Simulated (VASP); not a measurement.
# BP (zincblende type) (F-43m) in VASP: notebook

BP (zincblende type) is run at these levels: PBE; tasks: single point.

Everything below comes from runs of VASP 6.6.1. Logs are shortened: lines on timing, memory, paths and dates and some standing lists are left out, and cuts for length are marked.

### 1 The cell of the first run

The structure is cubic, space group F-43m (No. 216). Conventional cell: a = 3.920 Å, b = 3.920 Å, c = 3.920 Å, α = 90.00°, β = 90.00°, γ = 90.00°. Within 2.3 Å of B (site symmetry -43m) lie 4 P at 1.70 Å. P (site symmetry -43m) has 4 B at 1.70 Å within 2.3 Å.

### 2 Single point, PBE (volume scaled by 0.64)

Contents of INCAR:

```
ALGO = Normal
EDIFF = 1E-6
ENCUT = 520
GGA = PE
ISIF = 2
ISMEAR = -1
LASPH = T
LCHARG = F
LREAL = F
LWAVE = F
NBANDS = 11
NELM = 100
PREC = Accurate
SIGMA = 0.08
```

Contents of KPOINTS:

```
k-points
0
Gamma
  15 15 15
```

Contents of POSCAR:

```
BP
1.0
    0.0000000000      1.9598421562      1.9598421562
    1.9598421562      0.0000000000      1.9598421562
    1.9598421562      1.9598421562      0.0000000000
B P
1 1
Direct
    0.0000000000      0.0000000000      0.0000000000
    0.2500000000      0.2500000000      0.2500000000
```

Potentials or basis: VASP PAW PBE potentials, release 64 (B, P).

Command:

```console
cat potpaw_PBE.64/B/POTCAR potpaw_PBE.64/P/POTCAR > POTCAR
mpirun -np 1 vasp_std > vasp.out
```

OUTCAR:

```text
EDIFF = 1E-6
   ENCUT = 520
   GGA = PE
   ISIF = 2
   ISMEAR = -1
   LASPH = T
   LREAL = F
   NELM = 100
   PREC = Accurate

 ion  position               nearest neighbor table
   1  0.000  0.000  0.000-   2 1.70   2 1.70   2 1.70   2 1.70
   2  0.250  0.250  0.250-   1 1.70   1 1.70   1 1.70   1 1.70

  LATTYP: Found a face centered cubic cell.
 ALAT       =     3.9196843124

  Lattice vectors:

 A1 = (   0.0000000000,   1.9598421562,   1.9598421562)
 A2 = (   1.9598421562,   0.0000000000,   1.9598421562)
 A3 = (   1.9598421562,   1.9598421562,   0.0000000000)

Analysis of symmetry for initial positions (statically):
=====================================================================
 Subroutine PRICEL returns:
 Original cell was already a primitive cell.

 Routine SETGRP: Setting up the symmetry group for a
 face centered cubic supercell.

 Subroutine GETGRP returns: Found 24 space group operations
 (whereof 24 operations were pure point group operations)
 out of a pool of 48 trial point group operations.

The static configuration has the point symmetry T_d .

Analysis of symmetry for dynamics (positions and initial velocities):
=====================================================================
 Subroutine PRICEL returns:
 Original cell was already a primitive cell.

 Routine SETGRP: Setting up the symmetry group for a
 face centered cubic supercell.

 Subroutine GETGRP returns: Found 24 space group operations
 (whereof 24 operations were pure point group operations)
 out of a pool of 48 trial point group operations.

The dynamic configuration has the point symmetry T_d .

 Subroutine INISYM returns: Found 24 space group operations
 (whereof 24 operations are pure point group operations),
 and found     1 'primitive' translations

----------------------------------------------------------------------------------------

                                     Primitive cell

  volume of cell :      15.0554

  direct lattice vectors                    reciprocal lattice vectors
     0.000000000  1.959842156  1.959842156    -0.255122586  0.255122586  0.255122586
     1.959842156  0.000000000  1.959842156     0.255122586 -0.255122586  0.255122586
     1.959842156  1.959842156  0.000000000     0.255122586  0.255122586 -0.255122586

  length of vectors
     2.771635357  2.771635357  2.771635357     0.441885282  0.441885282  0.441885282

  position of ions in fractional coordinates (direct lattice)
     0.000000000  0.000000000  0.000000000
     0.250000000  0.250000000  0.250000000

  ion indices of the primitive-cell ions
   primitive index   ion index
                 1           1
                 2           2

----------------------------------------------------------------------------------------

 KPOINTS: k-points

Automatic generation of k-mesh.
 Grid dimensions read from file:
 generate k-points for:   15   15   15

 Generating k-lattice:

  Cartesian coordinates                     Fractional coordinates (reciprocal lattice)
    -0.017008172  0.017008172  0.017008172     0.066666667  0.000000000  0.000000000
     0.017008172 -0.017008172  0.017008172     0.000000000  0.066666667  0.000000000
     0.017008172  0.017008172 -0.017008172     0.000000000  0.000000000  0.066666667

  Length of vectors
     0.029459019  0.029459019  0.029459019

  Shift w.r.t. Gamma in fractional coordinates (k-lattice)
     0.000000000  0.000000000  0.000000000

 Subroutine IBZKPT returns following result:
 ===========================================

 Found    120 irreducible k-points:

 Following reciprocal coordinates:
            Coordinates               Weight
  0.000000  0.000000  0.000000      1.000000
  0.066667  0.000000  0.000000      8.000000
  0.133333  0.000000  0.000000      8.000000
  0.200000  0.000000  0.000000      8.000000
  0.266667  0.000000  0.000000      8.000000
  0.333333  0.000000  0.000000      8.000000
[... 16 lines left out ...]
  0.133333  0.133333  0.000000      6.000000
  0.200000  0.133333  0.000000     24.000000
 [... further k-points ...]
   k-points           NKPTS =    120   k-points in BZ     NKDIM =    120   number of bands    NBANDS=     11
   number of dos      NEDOS =    301   number of ions     NIONS =      2
   total plane-waves  NPLWV =  13824
   dimension x,y,z NGX =    24 NGY =   24 NGZ =   24
   dimension x,y,z NGXF=    48 NGYF=   48 NGZF=   48
   ions per type =               1   1
   NGX,Y,Z   is equivalent  to a cutoff of  14.40, 14.40, 14.40 a.u.
   NGXF,Y,Z  is equivalent  to a cutoff of  28.79, 28.79, 28.79 a.u.
 SYSTEM =  unknown system
   PREC   = accura    normal or accurate (medium, high low for compatibility)
   ISTART =      0    job   : 0-new  1-cont  2-samecut
   ICHARG =      2    charge: 1-file 2-atom 10-const
   ISPIN  =      1    spin polarized calculation?
   LNONCOLLINEAR =      F non collinear calculations
   LSORBIT =      F    spin-orbit coupling
   LASPH  =      T    aspherical Exc in radial PAW
   ENCUT  =  520.0 eV  38.22 Ry    6.18 a.u.   5.15  5.15  5.15*2*pi/ulx,y,z
   NELM   =    100;   NELMIN=  2; NELMDL= -5     # of ELM steps
   EDIFF  = 0.1E-05   stopping-criterion for ELM
   LREAL  =      F    real-space projection
   EDIFFG = 0.1E-04   stopping-criterion for IOM
   NSW    =      0    number of steps for IOM
   IBRION =     -1    ionic relax: 0-MD 1-quasi-New 2-CG
   NFREE  =      0    steps in history (QN), initial steepest desc. (CG)
   ISIF   =      2    stress and relaxation
   ISYM   =      2    0-nonsym 1-usesym 2-fastsym
   POTIM  = 0.5000    time-step for ionic-motion
   TEBEG  =    0.0;   TEEND  =   0.0 temperature during run
   PSTRESS=    0.0 pullay stress
   NELECT =       8.0000    total number of electrons
   NUPDOWN=      -1.0000    fix difference up-down
   EMIN   =  10.00;   EMAX   =-10.00  energy-range for DOS
   EFERMI =   0.00;   METHOD = LEGACY
   ISMEAR =    -1;   SIGMA  =   0.08  broadening in eV -4-tet -1-fermi 0-gaus
   EFERMI_NEDOS =   21; number of points for ismear=-14 and -15
   IALGO  =     38    algorithm
   IMIX   =      4    mixing-type and parameters
     AMIX     =   0.40;   BMIX     =  1.00
     AMIX_MAG =   1.60;   BMIX_MAG =  1.00
  volume/ion in A,a.u.               =       7.53        50.80
  Fermi-wavevector in a.u.,A,eV,Ry     =   1.325990  2.505759 23.922453  1.758251
  Thomas-Fermi vector in A             =   2.455410
   LORBIT       =      0    0 simple, 1 ext, 2 COOP (PROOUT), +10 PAW based schemes
   GGA     = PE    functional components
   LHFCALC =     F    Hartree Fock is set to
   AEXX    =    0.0000 exact exchange contribution
   IVDW    =     0    specifies the selected vdW correction
   LEPSILON=     F    determine dielectric tensor
   LRPA    =     F    only Hartree local field effects (RPA)
 non-spin polarized calculation
  energy-cutoff  :      520.00
  volume of cell :       15.06
 maximum number of plane-waves:       419
 NGX is ok and might be reduce to    24
   NGX = 11   NGY = 11   NGZ = 11

 number of electron       8.0000000 magnetization

 Free energy of the ion-electron system (eV)
  ---------------------------------------------------
  ext. energy  EPLUGINS =         0.00000000
  ---------------------------------------------------
  free energy    TOTEN  =        -9.89632684 eV

  energy without entropy =       -9.89601830  energy(sigma->0) =       -9.89617257

 E-fermi :  13.5848     XC(G=0): -12.8922

 val. band max:       13.3704980498   @ k =   0.0000   0.0000   0.0000
 cond. band min:      13.7571620335   @ k =   0.4667   0.4667   0.0000
 fundamental gap:      0.3866639837
 Fermi energy:        13.5848013694

 k-point     1 :       0.0000    0.0000    0.0000
  band No.  band energies     occupation
      1      -6.4421      2.00000
      2      13.3705      1.87153
      3      13.3705      1.87153
      4      13.3705      1.87153
      5      18.0761      0.00000
      6      18.0761      0.00000
      7      18.0761      0.00000
      8      27.1436      0.00000
      9      27.1436      0.00000
     10      27.4187      0.00000
     11      29.6309      0.00000

 k-point     2 :       0.0667    0.0000    0.0000
  band No.  band energies     occupation
      1      -6.3306      2.00000
      2      12.5690      1.99999
      3      13.1952      1.98478
      4      13.1952      1.98478
      5      18.3356      0.00000
      6      18.3356      0.00000
      7      18.4898      0.00000
      8      26.5783      0.00000
      9      26.5783      0.00000
     10      27.3442      0.00000
     11      29.8637      0.00000

 k-point     3 :       0.1333    0.0000    0.0000
  band No.  band energies     occupation
      1      -5.9968      2.00000
      2      10.8007      2.00000
      3      12.7856      1.99991
      4      12.7856      1.99991
      5      18.9179      0.00000
      6      18.9179      0.00000
      7      19.1718      0.00000
      8      25.6844      0.00000
      9      25.6844      0.00000
     10      27.0610      0.00000
     11      30.4609      0.00000

 k-point     4 :       0.2000    0.0000    0.0000
  band No.  band energies     occupation
      1      -5.4431      2.00000
      2       8.7211      2.00000
      3      12.3226      2.00000
      4      12.3226      2.00000
      5      19.3871      0.00000
      6      19.3871      0.00000
      7      19.6727      0.00000
      8      25.3356      0.00000
      9      25.3356      0.00000
     10      26.6036      0.00000
     11      31.1838      0.00000
[... 239 lines left out ...]
 k-point    22 :      -0.0667    0.0667    0.0000
  band No.  band energies     occupation
      1      -6.1450      2.00000
      2      11.9113      2.00000
      3      12.1760      2.00000
      4      13.3100      1.93759
      5      18.3054      0.00000
      6      18.7273      0.00000
      7      19.3273      0.00000
      8      25.3796      0.00000
      9      26.0000      0.00000
     10      27.9722      0.00000
     11      30.4061      0.00000

 k-point    23 :       0.1333    0.1333    0.0000
  band No.  band energies     occupation
      1      -5.8484      2.00000
      2      11.5751      2.00000
      3      11.5751      2.00000
      4      12.2916      2.00000
      5      16.9333      0.00000
      6      20.5432      0.00000
      7      20.5432      0.00000
      8      22.4428      0.00000
      9      27.7775      0.00000
     10      28.8340      0.00000
     11      31.6284      0.00000

 k-point    24 :       0.2000    0.1333    0.0000
  band No.  band energies     occupation
      1      -5.4422      2.00000
      2      10.1684      2.00000
      3      11.0020      2.00000
      4      12.0221      2.00000
      5      16.8300      0.00000
      6      21.1494      0.00000
      7      21.3940      0.00000
      8      21.5229      0.00000
      9      27.8123      0.00000
     10      29.2939      0.00000
     11      32.1927      0.00000

 [... further k-points ...]

------------------------ aborting loop because EDIFF is reached ----------------------------------------

  FORCE on cell =-STRESS in cart. coord.  units (eV):
  Direction    XX          YY          ZZ          XY          YZ          ZX
  --------------------------------------------------------------------------------------
  -------------------------------------------------------------------------------------
  Total       15.2738618     15.2738618     15.2738618      0.0000000     -0.0000000     -0.0000000
  in kB     1625.4220902   1625.4220902   1625.4220902      0.0000000     -0.0000000     -0.0000000
  external PRESSURE =    1625.4220902 kB  Pullay stress =       0.0000000 kB

 VOLUME and BASIS-vectors are now :
 -----------------------------------------------------------------------------
  energy-cutoff  :      520.00
  volume of cell :       15.06
      direct lattice vectors                 reciprocal lattice vectors
     0.000000000  1.959842156  1.959842156    -0.255122586  0.255122586  0.255122586
     1.959842156  0.000000000  1.959842156     0.255122586 -0.255122586  0.255122586
     1.959842156  1.959842156  0.000000000     0.255122586  0.255122586 -0.255122586

 POSITION                                       TOTAL-FORCE (eV/Angst)
 -----------------------------------------------------------------------------------
      0.00000      0.00000      0.00000        -0.000000     -0.000000      0.000000
      0.97992      0.97992      0.97992         0.000000      0.000000     -0.000000
 -----------------------------------------------------------------------------------
    total drift:                               -0.000000     -0.000000     -0.000000

  FREE ENERGIE OF THE ION-ELECTRON SYSTEM (eV)
  ---------------------------------------------------
  free  energy   TOTEN  =        -9.8963268363 eV

  energy  without entropy=       -9.8960183040  energy(sigma->0) =       -9.89617257
```

Run time: 12 s. Hardware: 1 thread of Intel Xeon 6975P-C, shared host; peak memory 0.14 GiB.

Results:

| Property | Result |
| --- | --- |
| Free energy | -9.8963 eV |
| Pressure | 162.5 GPa |
| Band gap on the k mesh | 0.39 eV, indirect (least direct gap 4.64 eV) |

Levels at points of the mesh, in eV from the valence-band top:
| k point | band 1 | band 2 | band 3 | band 4 | band 5 | band 6 | band 7 | band 8 | band 9 |
| --- | --- | --- | --- | --- | --- | --- | --- | --- | --- |
| (0.00, 0.00, 0.00) | -19.81 | 0.00 | 0.00 | 0.00 | 4.71 | 4.71 | 4.71 | 13.77 | 13.77 |

### 3 Single point, PBE (volume scaled by 0.72)

Contents of INCAR:

```
SYSTEM = BP
PREC = Accurate
ENCUT = 520
EDIFF = 1E-6
ISMEAR = -1
SIGMA = 0.08
LREAL = .FALSE.
LASPH = .TRUE.
NELM = 100
ALGO = Normal
ISIF = 2
LWAVE = .FALSE.
LCHARG = .FALSE.
GGA = PE
NBANDS = 11
```

Contents of KPOINTS:

```
Automatic mesh
0
G
  15 15 15
  0 0 0
```

Contents of POSCAR:

```
BP
1.0
    0.0000000000      2.0383179824      2.0383179824
    2.0383179824      0.0000000000      2.0383179824
    2.0383179824      2.0383179824      0.0000000000
B P
1 1
Direct
    0.0000000000      0.0000000000      0.0000000000
    0.2500000000      0.2500000000      0.2500000000
```

Potentials or basis: VASP PAW PBE potentials, release 64 (B, P).

Command:

```console
cat potpaw_PBE.64/B/POTCAR potpaw_PBE.64/P/POTCAR > POTCAR
mpirun -np 1 vasp_std > vasp.out
```

Wall time 10 s (1 thread of Intel Xeon 6975P-C, shared host); peak memory 0.14 GiB.

Results (log left out):

| Property | Result |
| --- | --- |
| Free energy | -11.3930 eV |
| Pressure | 96.9 GPa |
| Band gap on the k mesh | 0.63 eV, indirect (least direct gap 4.19 eV) |

Levels at points of the mesh, in eV from the valence-band top:
```
           k point  band 1  band 2  band 3  band 4  band 5  band 6  band 7  band 8
(0.00, 0.00, 0.00)  -18.57    0.00    0.00    0.00    4.19    4.19    4.19   12.45
```

 A k mesh can miss the band edges.
